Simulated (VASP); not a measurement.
Wanted: the native input for a VASP 6.6.1 run.

```yaml
Task: single point
Functional: PBE
Potentials_or_basis: VASP PAW PBE potentials, release 64 (Ga_d, As)
Cutoff: 520 eV
k_mesh: 12 × 12 × 12
Occupations: gaussian, width 0.02 eV
Spin: no spin polarisation
Dipole_correction: no
Further_INCAR_settings: ALGO = Normal; EDIFF = 1e-06; NBANDS = 16
```

The structure of GaAs lies in POSCAR:

```
GaAs
1.0
    0.0000000000      2.6834275664      2.6834275664
    2.6834275664      0.0000000000      2.6834275664
    2.6834275664      2.6834275664      0.0000000000
Ga As
1 1
Direct
    0.0000000000      0.0000000000      0.0000000000
    0.7500000000      0.7500000000      0.7500000000
```

The input as run:

INCAR

```
SYSTEM = GaAs
ALGO     = Normal         ! electronic algorithm
EDIFF    = 1E-6           ! SCF threshold, eV
ENCUT    = 520            ! plane-wave cutoff, eV
GGA      = PE             ! functional
ISIF     = 2              ! what is computed and relaxed
ISMEAR   = 0              ! smearing method
LASPH    = .True.         ! aspherical terms in the spheres
LCHARG   = .False.        ! write CHGCAR
LREAL    = .False.        ! projectors in reciprocal space
LWAVE    = .False.        ! write WAVECAR
NBANDS   = 16             ! bands
NELM     = 60             ! most SCF steps
PREC     = Accurate       ! precision mode
SIGMA    = 0.02           ! smearing width, eV
```

KPOINTS

```
k-points
0
Gamma
  12 12 12
  0 0 0
```

Potentials or basis: VASP PAW PBE potentials, release 64 (Ga_d, As).

Command:

```sh
$ cat potpaw_PBE.64/Ga_d/POTCAR potpaw_PBE.64/As/POTCAR > POTCAR
$ mpirun -np 1 vasp_std > vasp.out
```

It gave:

- Pressure: 20.3 GPa
- Band gap on the k mesh: 1.12 eV (least direct gap 1.76 eV)

Caveat: the cell stands under pressure.

Wall time 55 s on 1 thread of Intel(R) Xeon(R) Platinum 8259CL CPU @ 2.50GHz (Skylake/Cascade Lake) (shared host), peak memory 0.18 GiB.
